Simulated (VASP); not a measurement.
# TiSi2 (Cmcm) in VASP: notebook

Runs on TiSi2. Level: PBE. Tasks: single point.

All numbers are computed with VASP 6.6.1; they aren't measurements. Logs are shortened: lines on timing, memory, paths and dates and some standing lists are left out, and cuts for length are marked.

**1. The cell of the first run**

It takes space group Cmcm (No. 63, orthorhombic). The conventional cell has a = 3.544 Å, b = 14.678 Å, c = 3.575 Å, α = 90.00°, β = 90.00°, γ = 90.00°. Within 3.6 Å of Ti (site symmetry m2m) lie 10 Si at 2.60 to 2.97 Å and 6 Ti at 3.52 to 3.58 Å. Within 3.4 Å of Si (site symmetry m2m) lie 6 Si at 2.49 to 3.33 Å and 6 Ti at 2.60 to 2.97 Å. Within 3.4 Å of Si (site symmetry m2m) lie 8 Si at 2.52 to 3.33 Å and 4 Ti at 2.79 to 2.80 Å.

**2. Single point, PBE (15.50 Å³/atom)**

File INCAR:

```
SYSTEM = TiSi2
  PREC = Accurate
  ENCUT = 520
  EDIFF = 1E-6
  ISMEAR = 0
  SIGMA = 0.15
  LREAL = .FALSE.
  LASPH = .TRUE.
  NELM = 60
  ALGO = Normal
  ISIF = 2
  LWAVE = .FALSE.
  LCHARG = .FALSE.
  GGA = PE
  NBANDS = 29
```

File KPOINTS:

```
Automatic mesh
0
G
  12 12 12
  0 0 0
```

File POSCAR:

```
TiSi2
1.0
    1.7717513419     -7.3390645846      0.0000000000
    1.7717513419      7.3390645846      0.0000000000
    0.0000000000      0.0000000000      3.5751756399
Ti Si
2 4
Direct
    0.8968075258      0.1031924742      0.7500000000
    0.1031924742      0.8968075258      0.2500000000
    0.5591373591      0.4408626409      0.7500000000
    0.4408626409      0.5591373591      0.2500000000
    0.2498287182      0.7501712818      0.7500000000
    0.7501712818      0.2498287182      0.2500000000
```

Potentials or basis: VASP PAW PBE potentials, release 64 (Ti_sv, Si).

Run with:

```
> cat potpaw_PBE.64/Ti_sv/POTCAR potpaw_PBE.64/Si/POTCAR > POTCAR
> mpirun -np 1 vasp_std > vasp.out
```

OUTCAR:

```text
SYSTEM = TiSi2
   PREC = Accurate
   ENCUT = 520
   EDIFF = 1E-6
   ISMEAR = 0
   LREAL = .FALSE.
   LASPH = .TRUE.
   NELM = 60
   ISIF = 2
   GGA = PE

 ion  position               nearest neighbor table
   1  0.897  0.103  0.750-   4 2.60   4 2.60   4 2.60   4 2.60   5 2.79   5 2.79   6 2.80   6 2.80
                             3 2.97   3 2.97
   2  0.103  0.897  0.250-   3 2.60   3 2.60   3 2.60   3 2.60   6 2.79   6 2.79   5 2.80   5 2.80
                             4 2.97   4 2.97
   3  0.559  0.441  0.750-   4 2.49   4 2.49   2 2.60   2 2.60   2 2.60   2 2.60   1 2.97   1 2.97

   4  0.441  0.559  0.250-   3 2.49   3 2.49   1 2.60   1 2.60   1 2.60   1 2.60   2 2.97   2 2.97

   5  0.250  0.750  0.750-   6 2.52   6 2.52   6 2.52   6 2.52   1 2.79   1 2.79   2 2.80   2 2.80

   6  0.750  0.250  0.250-   5 2.52   5 2.52   5 2.52   5 2.52   2 2.79   2 2.79   1 2.80   1 2.80

  LATTYP: Found a base centered orthorhombic cell.
 ALAT       =     3.5435026838
 B/A-ratio  =     4.1422655714
 C/A-ratio  =     1.0089383186

  Lattice vectors:

 A1 = (   1.7717513419,  -7.3390645846,   0.0000000000)
 A2 = (   1.7717513419,   7.3390645846,   0.0000000000)
 A3 = (   0.0000000000,   0.0000000000,   3.5751756399)

Analysis of symmetry for initial positions (statically):
=====================================================================
 Subroutine PRICEL returns:
 Original cell was already a primitive cell.

 Routine SETGRP: Setting up the symmetry group for a
 base centered orthorhombic supercell.

 Subroutine GETGRP returns: Found  8 space group operations
 (whereof  4 operations were pure point group operations)
 out of a pool of  8 trial point group operations.

The static configuration has the point symmetry C_2h.
 The point group associated with its full space group is D_2h.

Analysis of symmetry for dynamics (positions and initial velocities):
=====================================================================
 Subroutine PRICEL returns:
 Original cell was already a primitive cell.

 Routine SETGRP: Setting up the symmetry group for a
 base centered orthorhombic supercell.

 Subroutine GETGRP returns: Found  8 space group operations
 (whereof  4 operations were pure point group operations)
 out of a pool of  8 trial point group operations.

The dynamic configuration has the point symmetry C_2h.
 The point group associated with its full space group is D_2h.

 Subroutine INISYM returns: Found  8 space group operations
 (whereof  4 operations are pure point group operations),
 and found     1 'primitive' translations

----------------------------------------------------------------------------------------

                                     Primitive cell

  volume of cell :      92.9760

  direct lattice vectors                    reciprocal lattice vectors
     1.771751342 -7.339064585  0.000000000     0.282206644 -0.068128573  0.000000000
     1.771751342  7.339064585  0.000000000     0.282206644  0.068128573  0.000000000
     0.000000000  0.000000000  3.575175640     0.000000000  0.000000000  0.279706538

  length of vectors
     7.549898794  7.549898794  3.575175640     0.290313783  0.290313783  0.279706538

  position of ions in fractional coordinates (direct lattice)
     0.896807526  0.103192474  0.750000000
     0.103192474  0.896807526  0.250000000
     0.559137359  0.440862641  0.750000000
     0.440862641  0.559137359  0.250000000
     0.249828718  0.750171282  0.750000000
     0.750171282  0.249828718  0.250000000

  ion indices of the primitive-cell ions
   primitive index   ion index
                 1           1
                 2           2
                 3           3
                 4           4
                 5           5
                 6           6

----------------------------------------------------------------------------------------

 KPOINTS: Automatic mesh

Automatic generation of k-mesh.
 Grid dimensions read from file:
 generate k-points for:   12   12   12

 Generating k-lattice:

  Cartesian coordinates                     Fractional coordinates (reciprocal lattice)
     0.023517220 -0.005677381  0.000000000     0.083333333  0.000000000  0.000000000
     0.023517220  0.005677381  0.000000000     0.000000000  0.083333333  0.000000000
     0.000000000  0.000000000  0.023308878     0.000000000  0.000000000  0.083333333

  Length of vectors
     0.024192815  0.024192815  0.023308878

  Shift w.r.t. Gamma in fractional coordinates (k-lattice)
     0.000000000  0.000000000  0.000000000

 Subroutine IBZKPT returns following result:
 ===========================================

 Found    301 irreducible k-points:

 Following reciprocal coordinates:
            Coordinates               Weight
  0.000000  0.000000  0.000000      1.000000
  0.083333  0.000000  0.000000      4.000000
  0.166667  0.000000  0.000000      4.000000
  0.250000  0.000000  0.000000      4.000000
  0.333333  0.000000  0.000000      4.000000
  0.416667  0.000000  0.000000      4.000000
[... 16 lines left out ...]
  0.500000  0.166667  0.000000      4.000000
 -0.416667  0.166667  0.000000      4.000000
 [... further k-points ...]
   k-points           NKPTS =    301   k-points in BZ     NKDIM =    301   number of bands    NBANDS=     29
   number of dos      NEDOS =    301   number of ions     NIONS =      6
   total plane-waves  NPLWV =  87808
   dimension x,y,z NGX =    56 NGY =   56 NGZ =   28
   dimension x,y,z NGXF=   112 NGYF=  112 NGZF=   56
   ions per type =               2   4
   NGX,Y,Z   is equivalent  to a cutoff of  12.33, 12.33, 13.02 a.u.
   NGXF,Y,Z  is equivalent  to a cutoff of  24.66, 24.66, 26.04 a.u.
 SYSTEM =  TiSi2
   PREC   = accura    normal or accurate (medium, high low for compatibility)
   ISTART =      0    job   : 0-new  1-cont  2-samecut
   ICHARG =      2    charge: 1-file 2-atom 10-const
   ISPIN  =      1    spin polarized calculation?
   LNONCOLLINEAR =      F non collinear calculations
   LSORBIT =      F    spin-orbit coupling
   LASPH  =      T    aspherical Exc in radial PAW
   ENCUT  =  520.0 eV  38.22 Ry    6.18 a.u.  14.04 14.04  6.65*2*pi/ulx,y,z
   NELM   =     60;   NELMIN=  2; NELMDL= -5     # of ELM steps
   EDIFF  = 0.1E-05   stopping-criterion for ELM
   LREAL  =      F    real-space projection
   EDIFFG = 0.1E-04   stopping-criterion for IOM
   NSW    =      0    number of steps for IOM
   IBRION =     -1    ionic relax: 0-MD 1-quasi-New 2-CG
   NFREE  =      0    steps in history (QN), initial steepest desc. (CG)
   ISIF   =      2    stress and relaxation
   ISYM   =      2    0-nonsym 1-usesym 2-fastsym
   POTIM  = 0.5000    time-step for ionic-motion
   TEBEG  =    0.0;   TEEND  =   0.0 temperature during run
   PSTRESS=    0.0 pullay stress
   NELECT =      40.0000    total number of electrons
   NUPDOWN=      -1.0000    fix difference up-down
   EMIN   =  10.00;   EMAX   =-10.00  energy-range for DOS
   EFERMI =   0.00;   METHOD = LEGACY
   ISMEAR =     0;   SIGMA  =   0.15  broadening in eV -4-tet -1-fermi 0-gaus
   EFERMI_NEDOS =   21; number of points for ismear=-14 and -15
   IALGO  =     38    algorithm
   IMIX   =      4    mixing-type and parameters
     AMIX     =   0.40;   BMIX     =  1.00
     AMIX_MAG =   1.60;   BMIX_MAG =  1.00
  volume/ion in A,a.u.               =      15.50       104.57
  Fermi-wavevector in a.u.,A,eV,Ry     =   1.235865  2.335447 20.781042  1.527364
  Thomas-Fermi vector in A             =   2.370497
   LORBIT       =      0    0 simple, 1 ext, 2 COOP (PROOUT), +10 PAW based schemes
   GGA     = PE    functional components
   LHFCALC =     F    Hartree Fock is set to
   AEXX    =    0.0000 exact exchange contribution
   IVDW    =     0    specifies the selected vdW correction
   LEPSILON=     F    determine dielectric tensor
   LRPA    =     F    only Hartree local field effects (RPA)
 non-spin polarized calculation
 Gauss-broadening in eV      SIGMA  =   0.15
  energy-cutoff  :      520.00
  volume of cell :       92.98
 maximum number of plane-waves:      2527
   NGX = 29   NGY = 29   NGZ = 13

 number of electron      40.0000001 magnetization

 Free energy of the ion-electron system (eV)
  ---------------------------------------------------
  ext. energy  EPLUGINS =         0.00000000
  ---------------------------------------------------
  free energy    TOTEN  =       -40.40854851 eV

  energy without entropy =      -40.38835267  energy(sigma->0) =      -40.39845059

 E-fermi :   9.4423     XC(G=0): -11.2412

 val. band max:        9.4414900319   @ k =   0.0833   0.0833   0.0000
 cond. band min:       9.4459046848   @ k =   0.0000   0.0000   0.3333
 fundamental gap:      0.0044146529
 Fermi energy:         9.4423122677

 k-point     1 :       0.0000    0.0000    0.0000
  band No.  band energies     occupation
      1     -47.6382      2.00000
      2     -47.6342      2.00000
      3     -23.9862      2.00000
      4     -23.9399      2.00000
      5     -23.9050      2.00000
      6     -23.8988      2.00000
[... 21 lines left out ...]
     28      12.0286      0.00000
     29      12.1949      0.00000

 k-point     2 :       0.0833    0.0000    0.0000
  band No.  band energies     occupation
      1     -47.6379      2.00000
      2     -47.6340      2.00000
      3     -23.9855      2.00000
      4     -23.9395      2.00000
      5     -23.9093      2.00000
      6     -23.9029      2.00000
[... 21 lines left out ...]
     28      12.1642      0.00000
     29      12.4823      0.00000

 k-point     3 :       0.1667    0.0000    0.0000
  band No.  band energies     occupation
      1     -47.6372      2.00000
      2     -47.6333      2.00000
      3     -23.9838      2.00000
      4     -23.9387      2.00000
      5     -23.9212      2.00000
      6     -23.9141      2.00000
[... 21 lines left out ...]
     28      12.2641      0.00000
     29      12.4915      0.00000

 k-point     4 :       0.2500    0.0000    0.0000
  band No.  band energies     occupation
      1     -47.6363      2.00000
      2     -47.6324      2.00000
      3     -23.9814      2.00000
      4     -23.9377      2.00000
      5     -23.9371      2.00000
      6     -23.9294      2.00000
[... 21 lines left out ...]
     28      12.3292      0.00000
     29      12.9848      0.00000

 k-point     5 :       0.3333    0.0000    0.0000
  band No.  band energies     occupation
      1     -47.6353      2.00000
      2     -47.6315      2.00000
      3     -23.9791      2.00000
      4     -23.9535      2.00000
      5     -23.9446      2.00000
      6     -23.9362      2.00000
[... 21 lines left out ...]
     28      12.1847      0.00000
     29      12.7033      0.00000
[... 510 lines left out ...]
     28      12.0556      0.00000
     29      12.3060      0.00000

 k-point    22 :       0.4167    0.1667    0.0000
  band No.  band energies     occupation
      1     -47.6346      2.00000
      2     -47.6308      2.00000
      3     -23.9771      2.00000
      4     -23.9652      2.00000
      5     -23.9557      2.00000
      6     -23.9357      2.00000
[... 21 lines left out ...]
     28      11.9639      0.00000
     29      12.4889      0.00000

 k-point    23 :       0.5000    0.1667    0.0000
  band No.  band energies     occupation
      1     -47.6353      2.00000
      2     -47.6315      2.00000
      3     -23.9785      2.00000
      4     -23.9534      2.00000
      5     -23.9445      2.00000
      6     -23.9369      2.00000
[... 21 lines left out ...]
     28      12.0877      0.00000
     29      12.3004      0.00000

 k-point    24 :      -0.4167    0.1667    0.0000
  band No.  band energies     occupation
      1     -47.6362      2.00000
      2     -47.6324      2.00000
      3     -23.9806      2.00000
      4     -23.9385      2.00000
      5     -23.9372      2.00000
      6     -23.9293      2.00000
[... 21 lines left out ...]
     28      12.0058      0.00000
     29      12.6578      0.00000

 [... further k-points ...]
[... 5 lines left out ...]
  --------------------------------------------------------------------------------------
  -------------------------------------------------------------------------------------
  Total       -1.7003580     -8.3449079     -2.2419569      0.0000000     -0.0000000      0.0000000
  in kB      -29.3008417   -143.8007907    -38.6337613      0.0000000     -0.0000000      0.0000000
  external PRESSURE =     -70.5784646 kB  Pullay stress =       0.0000000 kB

 VOLUME and BASIS-vectors are now :
 -----------------------------------------------------------------------------
  energy-cutoff  :      520.00
  volume of cell :       92.98
      direct lattice vectors                 reciprocal lattice vectors
     1.771751342 -7.339064585  0.000000000     0.282206644 -0.068128573  0.000000000
     1.771751342  7.339064585  0.000000000     0.282206644  0.068128573  0.000000000
     0.000000000  0.000000000  3.575175640     0.000000000  0.000000000  0.279706538

 POSITION                                       TOTAL-FORCE (eV/Angst)
 -----------------------------------------------------------------------------------
      1.77175     -5.82439      2.68138         0.000000      0.608848      0.000000
      1.77175      5.82439      0.89379         0.000000     -0.608848     -0.000000
      1.77175     -0.86803      2.68138         0.000000      0.511556     -0.000000
      1.77175      0.86803      0.89379         0.000000     -0.511556     -0.000000
      1.77175      3.67205      2.68138         0.000000     -0.023624     -0.000000
      1.77175     -3.67205      0.89379         0.000000      0.023624     -0.000000
 -----------------------------------------------------------------------------------
    total drift:                                0.000000     -0.000000      0.000000

  FREE ENERGIE OF THE ION-ELECTRON SYSTEM (eV)
  ---------------------------------------------------
  free  energy   TOTEN  =       -40.4085485094 eV

  energy  without entropy=      -40.3883526736  energy(sigma->0) =      -40.39845059
```

Wall time 15 min (1 thread of AMD EPYC 9R45 (Zen 5), shared host); peak memory 0.72 GiB.

What came out:

| Quantity | Value |
| --- | --- |
| Free energy | -40.4085 eV |
| Pressure | -7.1 GPa |
| Largest force | 0.609 eV/Å |
| Band gap on the k mesh | zero (bands 20 and 21 overlap by 0.81 eV) |

Forces in eV/Å, atoms in the order of the input:
```
Ti   0.000  0.609  0.000
Ti   0.000 -0.609  0.000
Si   0.000  0.512  0.000
Si   0.000 -0.512  0.000
Si   0.000 -0.024  0.000
Si   0.000  0.024  0.000
```

Caveat: the stress differs along the axes, from -14 to -3 GPa.

**3. Single point, PBE (15.50 Å³/atom)**

INCAR, as its differences from that of step 2:

```diff
@@ -8,3 +8,3 @@
   LASPH = .TRUE.
-  NELM = 60
+  NELM = 100
   ALGO = Normal
```

File KPOINTS:

```
regular mesh
0
G
  12 12 12
  0 0 0
```

POSCAR, as its differences from that of step 2:

```diff
@@ -2,5 +2,5 @@
 1.0
-    1.7717513419     -7.3390645846      0.0000000000
-    1.7717513419      7.3390645846      0.0000000000
-    0.0000000000      0.0000000000      3.5751756399
+    1.8036052848     -7.0821195227      0.0000000000
+    1.8036052848      7.0821195227      0.0000000000
+    0.0000000000      0.0000000000      3.6394529670
 Ti Si
```

Potentials or basis: VASP PAW PBE potentials, release 64 (Ti_sv, Si).

Run with:

```
> cat potpaw_PBE.64/Ti_sv/POTCAR potpaw_PBE.64/Si/POTCAR > POTCAR
> mpirun -np 1 vasp_std > vasp.out
```

Run time: 13 min. Hardware: 1 thread of AMD EPYC 9R45 (Zen 5), shared host; peak memory 0.72 GiB.

Results (log left out):

```
Free energy            : -40.5482 eV
Pressure               : -8.5 GPa
Largest force          : 0.341 eV/Å
Band gap on the k mesh : zero (bands 20 and 21 overlap by 0.90 eV)
```

Forces on the atoms (eV/Å):
```
Ti   0.000  0.341  0.000
Ti   0.000 -0.341  0.000
Si   0.000  0.295  0.000
Si   0.000 -0.295  0.000
Si   0.000 -0.015  0.000
Si   0.000  0.015  0.000
```

Stress tensor (GPa, compression positive):
```
 -7.11   0.00   0.00
  0.00 -10.14   0.00
  0.00   0.00  -8.26
```

Levels at points of the mesh, in eV from the Fermi level:
```csv
k point,band 16,band 17,band 18,band 19,band 20,band 21,band 22,band 23,band 24,band 25
"(0.00, 0.00, 0.00)",-2.28,-2.25,-1.90,-1.83,0.41,0.47,0.75,0.83,1.32,1.39
"(0.50, 0.00, 0.00)",-2.37,-1.50,-1.46,-0.59,-0.45,-0.43,1.10,1.25,1.52,1.64
"(0.50, 0.50, 0.00)",-2.30,-2.16,-1.73,-1.18,0.42,0.64,0.73,0.79,0.81,1.77
"(0.00, 0.00, 0.50)",-2.02,-1.53,-1.53,-0.04,-0.04,0.60,0.60,1.44,1.44,1.51
"(0.50, 0.00, 0.50)",-3.80,-3.15,-3.15,-2.24,-2.24,1.53,1.53,1.72,1.72,2.24
"(0.50, 0.50, 0.50)",-3.16,-1.82,-1.82,-0.69,-0.69,0.34,0.34,1.52,1.52,2.12
```

Caveat: the cell stands under tension.
